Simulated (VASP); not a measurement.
Here is a VASP 6.6.1 calculation.

Contents of INCAR:

```
PREC = Accurate
ENCUT = 520
EDIFF = 1E-6
ISMEAR = 0
SIGMA = 0.1
LREAL = False
LASPH = True
NELM = 80
ALGO = Fast
ISIF = 2
LWAVE = False
LCHARG = False
LDIPOL = True
IDIPOL = 3
DIPOL = 0.5 0.5 0.357
GGA = PE
IBRION = 2
NSW = 36
EDIFFG = -0.025
```

KPOINTS

```
regular mesh
0
Gamma
  8 8 1
```

Contents of POSCAR:

```
Ti4C
1.0
    3.2555055347      0.0000000000      0.0000000000
    0.0000000000      3.2555055347      0.0000000000
    0.0000000000      0.0000000000     20.1798089631
Ti C
4 1
Selective dynamics
Direct
    0.5000000000      0.5000000000      0.1982179320  F F F
    0.0000000000      0.0000000000      0.2788803788  F F F
    0.5000000000      0.5000000000      0.3551905195  F F F
    0.0000000000      0.0000000000      0.4301234456  F F F
    0.0000000000      0.1250000000      0.5231953597  F F T
```

Potentials or basis: VASP PAW PBE potentials, release 64 (Ti_sv, C).

Command:

```console
$ cat potpaw_PBE.64/Ti_sv/POTCAR potpaw_PBE.64/C/POTCAR > POTCAR
$ mpirun -np 1 vasp_std > vasp.out
```

Problem. What does it give for the energy gained by relaxing?

Solution. 3.4 meV/atom.

Problem. Estimate the band gap on the k mesh.

Solution. Zero (bands 26 and 27 overlap by 0.86 eV).

Step by step:
```csv
step,energy change (eV),largest force on free atoms (eV/Å),pressure (GPa)
1,0.0000,0.5711,-1.71
2,-0.0131,0.2889,-1.49
3,-0.0158,0.1584,-1.41
4,-0.0163,0.1205,-1.23
5,-0.0169,0.0036,-1.31
```
